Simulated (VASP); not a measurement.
# MgS (P-6m2) in VASP: settings compared, part 2 of 2

VASP 6.6.1. The steps go on from the part before.

### 4 Relaxation of cell and atoms, PBE-based screened hybrid with 25 % exact exchange

This run uses another cell than the first one, of 18.66 Å³/atom.

Input file POSCAR:

```
MgS
1.0
    3.6109100000      0.0000000000      0.0000000000
   -1.8054500000      3.1271400000      0.0000000000
    0.0000000000      0.0000000000      3.3052600000
Mg S
1 1
Direct
    0.0000000000      0.0000000000      0.5000000000
    0.6666700000      0.3333300000      0.0000000000
```

Input file INCAR.step1:

```
PREC = Accurate ; ENCUT = 600
EDIFF = 1E-5 ; ISMEAR = -1
SIGMA = 0.05 ; LREAL = F
LASPH = T ; NELM = 80
ALGO = Normal ; LWAVE = T
LCHARG = F ; GGA = PE
NBANDS = 11
```

Input file INCAR.step2:

```
PREC = Accurate ; ENCUT = 600
EDIFF = 1E-6 ; ISMEAR = -1
SIGMA = 0.05 ; LREAL = F
LASPH = T ; NELM = 80
ALGO = Normal ; ISIF = 3
LWAVE = F ; LCHARG = F
GGA = PE ; LHFCALC = T
AEXX = 0.25 ; HFSCREEN = 0.3
PRECFOCK = Normal ; IBRION = 2
NSW = 60 ; EDIFFG = -0.01
ISTART = 1
```

Input file KPOINTS:

```
Automatic mesh
0
Gamma
  5 5 4
```

Potentials or basis: VASP PAW PBE potentials, release 64 (Mg, S).

On the command line:

```sh
cat potpaw_PBE.64/Mg/POTCAR potpaw_PBE.64/S/POTCAR > POTCAR
cp INCAR.step1 INCAR
mpirun -np 1 vasp_std > vasp.out
cp INCAR.step2 INCAR
mpirun -np 1 vasp_std > vasp.out
```

OUTCAR:

```text
PREC = Accurate
   ENCUT = 600
   EDIFF = 1E-6
   ISMEAR = -1
   LREAL = F
   LASPH = T
   NELM = 80
   ISIF = 3
   GGA = PE
   LHFCALC = T
   AEXX = 0.25
   HFSCREEN = 0.3
   PRECFOCK = Normal
   IBRION = 2
   NSW = 60
   EDIFFG = -0.01
   ISTART = 1

 ion  position               nearest neighbor table
   1  0.000  0.000  0.500-   2 2.66   2 2.66   2 2.66   2 2.66   2 2.66   2 2.66
   2  0.667  0.333  0.000-   1 2.66   1 2.66   1 2.66   1 2.66   1 2.66   1 2.66

  LATTYP: Found a hexagonal cell.
 ALAT       =     3.6109100000
 C/A-ratio  =     0.9153537474

  Lattice vectors:

 A1 = (   3.6109100000,   0.0000000000,   0.0000000000)
 A2 = (  -1.8054500000,   3.1271400000,   0.0000000000)
 A3 = (   0.0000000000,   0.0000000000,   3.3052600000)

Analysis of symmetry for initial positions (statically):
=====================================================================
 Subroutine PRICEL returns:
 Original cell was already a primitive cell.

 Routine SETGRP: Setting up the symmetry group for a
 hexagonal supercell.

 Subroutine GETGRP returns: Found  4 space group operations
 (whereof  4 operations were pure point group operations)
 out of a pool of 24 trial point group operations.

The static configuration has the point symmetry C_2v.

Analysis of symmetry for dynamics (positions and initial velocities):
=====================================================================
 Subroutine PRICEL returns:
 Original cell was already a primitive cell.

 Routine SETGRP: Setting up the symmetry group for a
 hexagonal supercell.

 Subroutine GETGRP returns: Found  4 space group operations
 (whereof  4 operations were pure point group operations)
 out of a pool of 24 trial point group operations.

[... 137 lines left out ...]
   LEPSILON=     F    determine dielectric tensor
   LRPA    =     F    only Hartree local field effects (RPA)
 conjugate gradient relaxation of ions
 non-spin polarized calculation
  energy-cutoff  :      600.00
  volume of cell :       37.32
 maximum number of plane-waves:      1256
 NGX is ok and might be reduce to    30
  NGX = 24; NGY = 24; NGZ = 20

--------------------------------------- Ionic step        1  -------------------------------------------

 number of electron       8.0000001 magnetization

 Free energy of the ion-electron system (eV)
  ---------------------------------------------------
  ext. energy  EPLUGINS =         0.00000000
  ---------------------------------------------------
  free energy    TOTEN  =        -9.08968487 eV

  energy without entropy =       -9.08968487  energy(sigma->0) =       -9.08968487

------------------------ aborting loop because EDIFF is reached ----------------------------------------

  FORCE on cell =-STRESS in cart. coord.  units (eV):
  Direction    XX          YY          ZZ          XY          YZ          ZX
  --------------------------------------------------------------------------------------
  -------------------------------------------------------------------------------------
  Total       -0.3221526     -0.3221626     -0.2995295     -0.0000092      0.0000000      0.0000000
  in kB      -13.8293768    -13.8298072    -12.8582136     -0.0003933      0.0000000      0.0000000
  external PRESSURE =     -13.5057992 kB  Pullay stress =       0.0000000 kB
[... 95 lines left out ...]
--------------------------------------- Ionic step        4  -------------------------------------------

 number of electron       8.0000001 magnetization

 Free energy of the ion-electron system (eV)
  ---------------------------------------------------
  ext. energy  EPLUGINS =         0.00000000
  ---------------------------------------------------
  free energy    TOTEN  =        -9.09271828 eV

  energy without entropy =       -9.09271828  energy(sigma->0) =       -9.09271828

 E-fermi :   4.6917     XC(G=0):  -8.0311

 val. band max:        3.6309965701   @ k =   0.4000   0.4000   0.0000
 cond. band min:       5.8597429517   @ k =   0.4000   0.0000   0.5000
 fundamental gap:      2.2287463816
 Fermi energy:         4.6916533492

 k-point     1 :       0.0000    0.0000    0.0000
  band No.  band energies     occupation
      1     -10.7354      2.00000
      2       2.8118      2.00000
      3       2.8190      2.00000
      4       2.8190      2.00000
      5       6.5776      0.00000
      6       9.7904      0.00000
      7      11.6359      0.00000
      8      11.6359      0.00000
[... 243 lines left out ...]
 k-point    24 :       0.2000    0.2000    0.5000
  band No.  band energies     occupation
      1      -8.7581      2.00000
      2      -1.3917      2.00000
      3       0.5277      2.00000
      4       2.1998      2.00000
      5       6.8221      0.00000
      6       9.3576      0.00000
      7      12.0912      0.00000
      8      13.6078      0.00000

 [... further k-points ...]

------------------------ aborting loop because EDIFF is reached ----------------------------------------

  FORCE on cell =-STRESS in cart. coord.  units (eV):
  Direction    XX          YY          ZZ          XY          YZ          ZX
  --------------------------------------------------------------------------------------
  -------------------------------------------------------------------------------------
  Total        0.0040477      0.0040418     -0.0063196     -0.0000051      0.0000000      0.0000000
  in kB        0.1771217      0.1768623     -0.2765362     -0.0002243      0.0000000      0.0000000
  external PRESSURE =       0.0258160 kB  Pullay stress =       0.0000000 kB
[... 17 lines left out ...]
  FREE ENERGIE OF THE ION-ELECTRON SYSTEM (eV)
  ---------------------------------------------------
  free  energy   TOTEN  =        -9.0927182814 eV

  energy  without entropy=       -9.0927182813  energy(sigma->0) =       -9.09271828

 reached required accuracy - stopping structural energy minimisation
```

OSZICAR.step1:

```text
N       E                     dE             d eps       ncg     rms          rms(c)
DAV:   1     0.245720033366E+02    0.24572E+02   -0.35548E+03   594   0.662E+02
DAV:   2    -0.686222196686E+01   -0.31434E+02   -0.29299E+02   699   0.104E+02
DAV:   3    -0.851948993055E+01   -0.16573E+01   -0.16538E+01   761   0.260E+01
DAV:   4    -0.852959189325E+01   -0.10102E-01   -0.10101E-01   683   0.237E+00
DAV:   5    -0.852969666279E+01   -0.10477E-03   -0.10477E-03   758   0.243E-01    0.459E+00
DAV:   6    -0.802406626461E+01    0.50563E+00   -0.10191E+00   636   0.393E+00    0.347E+00
DAV:   7    -0.796065340751E+01    0.63413E-01   -0.29734E-01   719   0.229E+00    0.237E+00
DAV:   8    -0.795934958465E+01    0.13038E-02   -0.22552E-02   627   0.875E-01    0.123E+00
DAV:   9    -0.795838278448E+01    0.96680E-03   -0.21381E-03   663   0.243E-01    0.408E-01
DAV:  10    -0.795842509891E+01   -0.42314E-04   -0.33132E-04   684   0.889E-02    0.172E-02
DAV:  11    -0.795843790632E+01   -0.12807E-04   -0.12013E-05   663   0.196E-02    0.436E-02
DAV:  12    -0.795843751118E+01    0.39514E-06   -0.17358E-06   336   0.624E-03
   1 F= -.79584375E+01 E0= -.79584375E+01  d E =-.447840E-07
```

Wall time 23 min (1 thread of Oxide Virtual Turin-like, shared host); peak memory 0.26 GiB.

What came out:

```yaml
Free_energy: -9.0927 eV
Relaxed_volume: 18.31 Å³/atom
Relaxed_cell: a = 3.585 Å, b = 3.585 Å, c = 3.290 Å, α = 90.00°, β = 90.00°, γ = 120.00°
Space_group_after_relaxing_to_0.1_Å: P-6m2 (No. 187)
Energy_gained_by_relaxing: 1.5 meV/atom
Ionic_steps: 4
Pressure_after_relaxing: 0.0 GPa
Band_gap_on_the_k_mesh: 2.23 eV (least direct gap 3.15 eV)
```

The path:
| step | energy change (eV) | largest force (eV/Å) | pressure (GPa) | volume (Å³) |
| --- | --- | --- | --- | --- |
| 1 | 0.0000 | 0.0000 | -1.35 | 37.32 |
| 2 | -0.0028 | 0.0000 | 0.31 | 36.48 |
| 3 | -0.0030 | 0.0000 | 0.00 | 36.63 |
| 4 | -0.0030 | 0.0000 | 0.00 | 36.61 |

Final structure:
```cif
data_structure
_symmetry_space_group_name_H-M 'P 1'
_symmetry_Int_Tables_number 1
_cell_length_a 3.5846
_cell_length_b 3.5846
_cell_length_c 3.2904
_cell_angle_alpha 90.000
_cell_angle_beta 90.000
_cell_angle_gamma 120.000
_cell_volume 36.61
loop_
_atom_site_label
_atom_site_type_symbol
_atom_site_fract_x
_atom_site_fract_y
_atom_site_fract_z
_atom_site_occupancy
Mg1 Mg 0.00000 0.00000 0.50000 1
S1 S 0.66667 0.33333 0.00000 1
```

Caveat: the k points lie up to 0.48 Å⁻¹ apart in the final cell; the PAW data sets were made with another functional, which shifts forces and pressure a little. A k mesh can miss the band edges.

### 5 Overview

| task | level | potentials or basis | cell | k mesh | cutoff (eV) | grid for exact exchange (PRECFOCK) | share of exact exchange | screening parameter | gap on the mesh (eV) | pressure (GPa) | relaxed volume (Å³/atom) |
| --- | --- | --- | --- | --- | --- | --- | --- | --- | --- | --- | --- |
| single point | PBE | VASP PAW PBE potentials, release 64 (Mg_sv, S) | a = 3.682, b = 3.682, c = 3.370 Å, angles 90.0, 90.0, 120.0°, 2 atoms | 9 × 9 × 8 | 840 | - | - | - | 1.35 | -3.7 | - |
| relaxation of cell and atoms | HSE06 | VASP PAW PBE potentials, release 64 (Mg, S) | relaxed from a = 3.611, b = 3.611, c = 3.305 Å, angles 90.0, 90.0, 120.0°, 2 atoms | 5 × 5 × 4 | 600 | Normal | 0.25 | 0.2079 1/Å | 2.43 | 0.0 | 18.27 |
| relaxation of cell and atoms | PBE-based screened hybrid with 25 % exact exchange | VASP PAW PBE potentials, release 64 (Mg, S) | relaxed from a = 3.611, b = 3.611, c = 3.305 Å, angles 90.0, 90.0, 120.0°, 2 atoms | 5 × 5 × 4 | 600 | Normal | 0.25 | 0.3 1/Å | 2.23 | 0.0 | 18.31 |

Alike in all rows: no spin polarisation; smearing fermi-dirac 0.05 eV.

Caveats: some runs use coarse meshes; the PAW data sets were made with another functional, which shifts forces and pressure a little (at least some runs); the cell stands under tension (at least some runs).

Absolute energies hang on the potentials; compare differences alone.
